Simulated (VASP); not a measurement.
# SnTe (I4/mmm) in VASP: further runs

Runs on SnTe. Level: PBE. Tasks: single point.

All numbers are computed with VASP 6.6.1; they aren't measurements. Logs are shortened: lines on timing, memory, paths and dates and some standing lists are left out, and cuts for length are marked.

## Step 1: The cell of the first run

Symmetry: I4/mmm, No. 139, tetragonal system. Conventional cell: a = 4.464 Å, b = 4.464 Å, c = 6.439 Å, α = 90.00°, β = 90.00°, γ = 90.00°. Within 4.2 Å of Sn (site symmetry 4/mmm) lie 6 Te at 3.16 to 3.22 Å. Within 4.2 Å of Te (site symmetry 4/mmm) lie 6 Sn at 3.16 to 3.22 Å.

## Step 2: Single point, PBE (zz strain of +2 %)

File INCAR:

```
SYSTEM = SnTe
PREC = Accurate ; ENCUT = 520
EDIFF = 1E-6 ; ISMEAR = -1
SIGMA = 0.08 ; LREAL = .False.
LASPH = .True. ; NELM = 60
ALGO = Normal ; ISIF = 2
LWAVE = .False. ; LCHARG = .True.
GGA = PE ; LELF = .True.
LVHAR = .True. ; NBANDS = 17
```

File KPOINTS:

```
Automatic mesh
0
Gamma
  11 11 11
  0 0 0
```

File POSCAR:

```
SnTe
1.0
    0.0000000000      3.1565000000      3.2196300000
    3.1565000000      0.0000000000      3.2196300000
    3.1565000000      3.1565000000      0.0000000000
Sn Te
1 1
Direct
    0.0000000000      0.0000000000      0.0000000000
    0.5000000000      0.5000000000      0.5000000000
```

Potentials or basis: VASP PAW PBE potentials, release 64 (Sn_d, Te).

On the command line:

```console
$ cat potpaw_PBE.64/Sn_d/POTCAR potpaw_PBE.64/Te/POTCAR > POTCAR
$ mpirun -np 1 vasp_std > vasp.out
```

OUTCAR:

```text
SYSTEM = SnTe
   PREC = Accurate
   ENCUT = 520
   EDIFF = 1E-6
   ISMEAR = -1
   LREAL = .False.
   LASPH = .True.
   NELM = 60
   ISIF = 2
   GGA = PE

 ion  position               nearest neighbor table
   1  0.000  0.000  0.000-   2 3.16   2 3.16   2 3.16   2 3.16   2 3.22   2 3.22
   2  0.500  0.500  0.500-   1 3.16   1 3.16   1 3.16   1 3.16   1 3.22   1 3.22

  LATTYP: Found a body centered tetragonal cell.
 ALAT       =     4.4639651096
 C/A-ratio  =     1.4424978336

  Lattice vectors:

 A1 = (  -3.1565000000,   0.0000000000,   3.2196300000)
 A2 = (   3.1565000000,   0.0000000000,   3.2196300000)
 A3 = (   0.0000000000,   3.1565000000,  -3.2196300000)

Analysis of symmetry for initial positions (statically):
=====================================================================
 Subroutine PRICEL returns:
 Original cell was already a primitive cell.

 Routine SETGRP: Setting up the symmetry group for a
 body centered tetragonal supercell.

 Subroutine GETGRP returns: Found 16 space group operations
 (whereof 16 operations were pure point group operations)
 out of a pool of 16 trial point group operations.

The static configuration has the point symmetry D_4h.

Analysis of symmetry for dynamics (positions and initial velocities):
=====================================================================
 Subroutine PRICEL returns:
 Original cell was already a primitive cell.

 Routine SETGRP: Setting up the symmetry group for a
 body centered tetragonal supercell.

 Subroutine GETGRP returns: Found 16 space group operations
 (whereof 16 operations were pure point group operations)
 out of a pool of 16 trial point group operations.

The dynamic configuration has the point symmetry D_4h.

 Subroutine INISYM returns: Found 16 space group operations
 (whereof 16 operations are pure point group operations),
 and found     1 'primitive' translations

----------------------------------------------------------------------------------------

                                     Primitive cell

  volume of cell :      64.1575

  direct lattice vectors                    reciprocal lattice vectors
     0.000000000  3.156500000  3.219630000    -0.158403295  0.158403295  0.155297348
     3.156500000  0.000000000  3.219630000     0.158403295 -0.158403295  0.155297348
     3.156500000  3.156500000  0.000000000     0.158403295  0.158403295 -0.155297348

  length of vectors
     4.508825744  4.508825744  4.463965110     0.272581133  0.272581133  0.272581133

  position of ions in fractional coordinates (direct lattice)
     0.000000000  0.000000000  0.000000000
     0.500000000  0.500000000  0.500000000

  ion indices of the primitive-cell ions
   primitive index   ion index
                 1           1
                 2           2

----------------------------------------------------------------------------------------

 KPOINTS: Automatic mesh

Automatic generation of k-mesh.
 Grid dimensions read from file:
 generate k-points for:   11   11   11

 Generating k-lattice:

  Cartesian coordinates                     Fractional coordinates (reciprocal lattice)
    -0.014400300  0.014400300  0.014117941     0.090909091  0.000000000  0.000000000
     0.014400300 -0.014400300  0.014117941     0.000000000  0.090909091  0.000000000
     0.014400300  0.014400300 -0.014117941     0.000000000  0.000000000  0.090909091

  Length of vectors
     0.024780103  0.024780103  0.024780103

  Shift w.r.t. Gamma in fractional coordinates (k-lattice)
     0.000000000  0.000000000  0.000000000

 Subroutine IBZKPT returns following result:
 ===========================================

 Found    126 irreducible k-points:

 Following reciprocal coordinates:
            Coordinates               Weight
  0.000000  0.000000  0.000000      1.000000
  0.090909  0.000000  0.000000      8.000000
  0.181818  0.000000  0.000000      8.000000
  0.272727  0.000000  0.000000      8.000000
  0.363636  0.000000  0.000000      8.000000
  0.454545  0.000000  0.000000      8.000000
[... 16 lines left out ...]
 -0.272727  0.181818  0.000000      8.000000
 -0.181818  0.181818  0.000000      4.000000
 [... further k-points ...]
   k-points           NKPTS =    126   k-points in BZ     NKDIM =    126   number of bands    NBANDS=     17
   number of dos      NEDOS =    301   number of ions     NIONS =      2
   total plane-waves  NPLWV =  46656
   dimension x,y,z NGX =    36 NGY =   36 NGZ =   36
   dimension x,y,z NGXF=    72 NGYF=   72 NGZF=   72
   ions per type =               1   1
   NGX,Y,Z   is equivalent  to a cutoff of  13.27, 13.27, 13.41 a.u.
   NGXF,Y,Z  is equivalent  to a cutoff of  26.55, 26.55, 26.81 a.u.
 SYSTEM =  SnTe
   PREC   = accura    normal or accurate (medium, high low for compatibility)
   ISTART =      0    job   : 0-new  1-cont  2-samecut
   ICHARG =      2    charge: 1-file 2-atom 10-const
   ISPIN  =      1    spin polarized calculation?
   LNONCOLLINEAR =      F non collinear calculations
   LSORBIT =      F    spin-orbit coupling
   LASPH  =      T    aspherical Exc in radial PAW
   ENCUT  =  520.0 eV  38.22 Ry    6.18 a.u.   8.38  8.38  8.30*2*pi/ulx,y,z
   NELM   =     60;   NELMIN=  2; NELMDL= -5     # of ELM steps
   EDIFF  = 0.1E-05   stopping-criterion for ELM
   LREAL  =      F    real-space projection
   EDIFFG = 0.1E-04   stopping-criterion for IOM
   NSW    =      0    number of steps for IOM
   IBRION =     -1    ionic relax: 0-MD 1-quasi-New 2-CG
   NFREE  =      0    steps in history (QN), initial steepest desc. (CG)
   ISIF   =      2    stress and relaxation
   ISYM   =      2    0-nonsym 1-usesym 2-fastsym
   POTIM  = 0.5000    time-step for ionic-motion
   TEBEG  =    0.0;   TEEND  =   0.0 temperature during run
   PSTRESS=    0.0 pullay stress
   NELECT =      20.0000    total number of electrons
   NUPDOWN=      -1.0000    fix difference up-down
   EMIN   =  10.00;   EMAX   =-10.00  energy-range for DOS
   EFERMI =   0.00;   METHOD = LEGACY
   ISMEAR =    -1;   SIGMA  =   0.08  broadening in eV -4-tet -1-fermi 0-gaus
   EFERMI_NEDOS =   21; number of points for ismear=-14 and -15
   IALGO  =     38    algorithm
   IMIX   =      4    mixing-type and parameters
     AMIX     =   0.40;   BMIX     =  1.00
     AMIX_MAG =   1.60;   BMIX_MAG =  1.00
  volume/ion in A,a.u.               =      32.08       216.48
  Fermi-wavevector in a.u.,A,eV,Ry     =   1.110032  2.097657 16.764716  1.232172
  Thomas-Fermi vector in A             =   2.246579
   LORBIT       =      0    0 simple, 1 ext, 2 COOP (PROOUT), +10 PAW based schemes
   GGA     = PE    functional components
   LHFCALC =     F    Hartree Fock is set to
   AEXX    =    0.0000 exact exchange contribution
   IVDW    =     0    specifies the selected vdW correction
   LEPSILON=     F    determine dielectric tensor
   LRPA    =     F    only Hartree local field effects (RPA)
 non-spin polarized calculation
  energy-cutoff  :      520.00
  volume of cell :       64.16
 maximum number of plane-waves:      1749
 NGX is ok and might be reduce to    36
   NGX = 17   NGY = 17   NGZ = 17

 number of electron      20.0000003 magnetization

 Free energy of the ion-electron system (eV)
  ---------------------------------------------------
  ext. energy  EPLUGINS =         0.00000000
  ---------------------------------------------------
  free energy    TOTEN  =        -7.55417411 eV

  energy without entropy =       -7.55256870  energy(sigma->0) =       -7.55337140

 E-fermi :   6.6538     XC(G=0):  -9.3804

 val. band max:        6.4911269717   @ k =   0.4545   0.0000   0.0000
 cond. band min:       6.8799093635   @ k =   0.4545   0.0000   0.0000
 fundamental gap:      0.3887823918
 Fermi energy:         6.6538176832

 k-point     1 :       0.0000    0.0000    0.0000
  band No.  band energies     occupation
      1     -15.2502      2.00000
      2     -15.2438      2.00000
      3     -15.2438      2.00000
      4     -15.2418      2.00000
      5     -15.2372      2.00000
      6      -5.9756      2.00000
[... 9 lines left out ...]
     16      11.4907      0.00000
     17      13.2937      0.00000

 k-point     2 :       0.0909    0.0000    0.0000
  band No.  band energies     occupation
      1     -15.2504      2.00000
      2     -15.2436      2.00000
      3     -15.2435      2.00000
      4     -15.2421      2.00000
      5     -15.2369      2.00000
      6      -5.9083      2.00000
[... 9 lines left out ...]
     16      11.6550      0.00000
     17      13.8010      0.00000

 k-point     3 :       0.1818    0.0000    0.0000
  band No.  band energies     occupation
      1     -15.2511      2.00000
      2     -15.2440      2.00000
      3     -15.2431      2.00000
      4     -15.2414      2.00000
      5     -15.2358      2.00000
      6      -5.7124      2.00000
[... 9 lines left out ...]
     16      12.1162      0.00000
     17      14.9803      0.00000

 k-point     4 :       0.2727    0.0000    0.0000
  band No.  band energies     occupation
      1     -15.2521      2.00000
      2     -15.2454      2.00000
      3     -15.2424      2.00000
      4     -15.2397      2.00000
      5     -15.2343      2.00000
      6      -5.4113      2.00000
[... 9 lines left out ...]
     16      12.8493      0.00000
     17      16.4463      0.00000
[... 343 lines left out ...]
      1     -15.2548      2.00000
      2     -15.2461      2.00000
      3     -15.2409      2.00000
      4     -15.2378      2.00000
      5     -15.2324      2.00000
      6      -4.7185      2.00000
[... 9 lines left out ...]
     16      14.0960      0.00000
     17      16.4951      0.00000

 k-point    23 :      -0.2727    0.1818    0.0000
  band No.  band energies     occupation
      1     -15.2530      2.00000
      2     -15.2461      2.00000
      3     -15.2420      2.00000
      4     -15.2394      2.00000
      5     -15.2320      2.00000
      6      -4.9877      2.00000
[... 9 lines left out ...]
     16      14.9749      0.00000
     17      15.9223      0.00000

 k-point    24 :      -0.1818    0.1818    0.0000
  band No.  band energies     occupation
      1     -15.2515      2.00000
      2     -15.2455      2.00000
      3     -15.2429      2.00000
      4     -15.2409      2.00000
      5     -15.2326      2.00000
      6      -5.3024      2.00000
[... 9 lines left out ...]
     16      14.2229      0.00000
     17      14.5252      0.00000

 [... further k-points ...]

------------------------ aborting loop because EDIFF is reached ----------------------------------------

  FORCE on cell =-STRESS in cart. coord.  units (eV):
  Direction    XX          YY          ZZ          XY          YZ          ZX
  --------------------------------------------------------------------------------------
  -------------------------------------------------------------------------------------
  Total        0.7460077      0.7460077     -0.1995574      0.0000000     -0.0000000      0.0000000
  in kB       18.6297207     18.6297207     -4.9834597      0.0000000     -0.0000000      0.0000000
  external PRESSURE =      10.7586606 kB  Pullay stress =       0.0000000 kB

 VOLUME and BASIS-vectors are now :
 -----------------------------------------------------------------------------
  energy-cutoff  :      520.00
  volume of cell :       64.16
      direct lattice vectors                 reciprocal lattice vectors
     0.000000000  3.156500000  3.219630000    -0.158403295  0.158403295  0.155297348
     3.156500000  0.000000000  3.219630000     0.158403295 -0.158403295  0.155297348
     3.156500000  3.156500000  0.000000000     0.158403295  0.158403295 -0.155297348

 POSITION                                       TOTAL-FORCE (eV/Angst)
 -----------------------------------------------------------------------------------
      0.00000      0.00000      0.00000        -0.000000      0.000000      0.000000
      3.15650      3.15650      3.21963         0.000000     -0.000000      0.000000
 -----------------------------------------------------------------------------------
    total drift:                               -0.000000      0.000000      0.000000

  FREE ENERGIE OF THE ION-ELECTRON SYSTEM (eV)
  ---------------------------------------------------
  free  energy   TOTEN  =        -7.5541741089 eV

  energy  without entropy=       -7.5525686987  energy(sigma->0) =       -7.55337140
```

Run time: 3.7 min. Hardware: 1 thread of AMD EPYC 7R13, shared host; peak memory 0.27 GiB.

What came out:

```yaml
Free_energy: -7.5542 eV
Pressure: 1.1 GPa
Band_gap_on_the_k_mesh: 0.39 eV
```

Caveat: the cell differs from its parent crystal (zz strain of +2 %); semilocal functionals underestimate gaps, and a narrow one can read as zero; spin-orbit coupling is left out, which moves the levels of the heavy elements.

## Step 3: Single point, PBE (zz strain of +3 %)

File INCAR:

```
PREC     = Accurate       # precision mode
ENCUT    = 520            # plane-wave cutoff, eV
EDIFF    = 1E-6           # SCF threshold, eV
ISMEAR   = -1             # smearing method
SIGMA    = 0.08           # smearing width, eV
LREAL    = False          # projectors in reciprocal space
LASPH    = True           # aspherical terms in the spheres
NELM     = 100            # most SCF steps
ALGO     = Normal         # electronic algorithm
ISIF     = 2              # what is computed and relaxed
LWAVE    = False          # write WAVECAR
LCHARG   = False          # write CHGCAR
GGA      = PE             # functional
NBANDS   = 17             # bands
```

File KPOINTS:

```
regular mesh
0
Gamma
  11 11 11
```

File POSCAR:

```
SnTe
1.0
    0.0000000000      3.1565000000      3.2511950000
    3.1565000000      0.0000000000      3.2511950000
    3.1565000000      3.1565000000      0.0000000000
Sn Te
1 1
Direct
    0.0000000000      0.0000000000      0.0000000000
    0.5000000000      0.5000000000      0.5000000000
```

Potentials or basis: VASP PAW PBE potentials, release 64 (Sn_d, Te).

On the command line:

```console
$ cat potpaw_PBE.64/Sn_d/POTCAR potpaw_PBE.64/Te/POTCAR > POTCAR
$ mpirun -np 1 vasp_std > vasp.out
```

OUTCAR:

```text
PREC = Accurate
   ENCUT = 520
   EDIFF = 1E-6
   ISMEAR = -1
   LREAL = False
   LASPH = True
   NELM = 100
   ISIF = 2
   GGA = PE

 ion  position               nearest neighbor table
   1  0.000  0.000  0.000-   2 3.16   2 3.16   2 3.16   2 3.16   2 3.25   2 3.25
   2  0.500  0.500  0.500-   1 3.16   1 3.16   1 3.16   1 3.16   1 3.25   1 3.25

  LATTYP: Found a body centered tetragonal cell.
 ALAT       =     4.4639651096
 C/A-ratio  =     1.4566399692

  Lattice vectors:

[... 667 lines left out ...]
------------------------ aborting loop because EDIFF is reached ----------------------------------------

  FORCE on cell =-STRESS in cart. coord.  units (eV):
  Direction    XX          YY          ZZ          XY          YZ          ZX
  --------------------------------------------------------------------------------------
  -------------------------------------------------------------------------------------
  Total        0.7315201      0.7315201     -0.6100483      0.0000000     -0.0000000     -0.0000000
  in kB       18.0905697     18.0905697    -15.0865599      0.0000000     -0.0000000     -0.0000000
  external PRESSURE =       7.0315265 kB  Pullay stress =       0.0000000 kB

 VOLUME and BASIS-vectors are now :
 -----------------------------------------------------------------------------
  energy-cutoff  :      520.00
  volume of cell :       64.79
      direct lattice vectors                 reciprocal lattice vectors
     0.000000000  3.156500000  3.251195000    -0.158403295  0.158403295  0.153789607
     3.156500000  0.000000000  3.251195000     0.158403295 -0.158403295  0.153789607
     3.156500000  3.156500000  0.000000000     0.158403295  0.158403295 -0.153789607

 POSITION                                       TOTAL-FORCE (eV/Angst)
 -----------------------------------------------------------------------------------
      0.00000      0.00000      0.00000         0.000000      0.000000     -0.000000
      3.15650      3.15650      3.25120        -0.000000      0.000000      0.000000
 -----------------------------------------------------------------------------------
    total drift:                               -0.000000      0.000000      0.000000

  FREE ENERGIE OF THE ION-ELECTRON SYSTEM (eV)
  ---------------------------------------------------
  free  energy   TOTEN  =        -7.5504713220 eV

  energy  without entropy=       -7.5487477072  energy(sigma->0) =       -7.54960951
```

Wall time 3.5 min (1 thread of AMD EPYC 7R13, shared host); peak memory 0.27 GiB.

What came out:

| Item | Value |
| --- | --- |
| Free energy | -7.5505 eV |
| Pressure | 0.7 GPa |
| Band gap on the k mesh | 0.36 eV |

Stress tensor (GPa, compression positive):
```
 1.81  0.00  0.00
 0.00  1.81  0.00
 0.00  0.00 -1.51
```

Levels at points of the mesh, in eV from the valence-band top:
```csv
k point,band 8,band 9,band 10,band 11,band 12,band 13
"(0.00, 0.00, 0.00)",-1.99,-1.99,-1.69,2.99,3.67,3.67
```

Caveat: the cell differs from its parent crystal (zz strain of +3 %); semilocal functionals underestimate gaps, and a narrow one can read as zero; spin-orbit coupling is left out, which moves the levels of the heavy elements. A k mesh can miss the band edges.
